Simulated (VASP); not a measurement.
Input of a VASP 6.6.1 run:

The input INCAR:

```
SYSTEM = Sn
  ALGO = Normal
  EDIFF = 1E-6
  ENCUT = 520
  GGA = CA
  ISIF = 2
  ISMEAR = -1
  LASPH = .True.
  LCHARG = .True.
  LELF = .True.
  LREAL = .False.
  LVHAR = .True.
  LWAVE = .False.
  NBANDS = 13
  NELM = 100
  PREC = Accurate
  SIGMA = 0.05
```

Contents of KPOINTS:

```
k-points
0
Gamma
  10 10 10
  0 0 0
```

POSCAR

```
Sn
1.0
   -2.0558923339      2.0558923339      1.6826146010
    2.0558923339     -2.0558923339      1.6826146010
    2.0558923339      2.0558923339     -1.6826146010
Sn
1
Direct
    0.0000000000      0.0000000000      0.0000000000
```

Potentials or basis: VASP PAW LDA potentials, release 64 (Sn_d).

Run with:

```console
$ cat potpaw_LDA.64/Sn_d/POTCAR > POTCAR
$ mpirun -np 1 vasp_std > vasp.out
```

Task: Predict the pressure.

Result: -4.7 GPa.

Task: Estimate the band gap on the k mesh.

Result: Zero (bands 7 and 8 overlap by 8.30 eV).

Stress tensor (GPa, compression positive):
```
-4.78  0.00  0.00
 0.00 -4.78  0.00
 0.00  0.00 -4.61
```

Caveat: the cell stands under tension; spin-orbit coupling is left out, which moves the levels of the heavy elements.
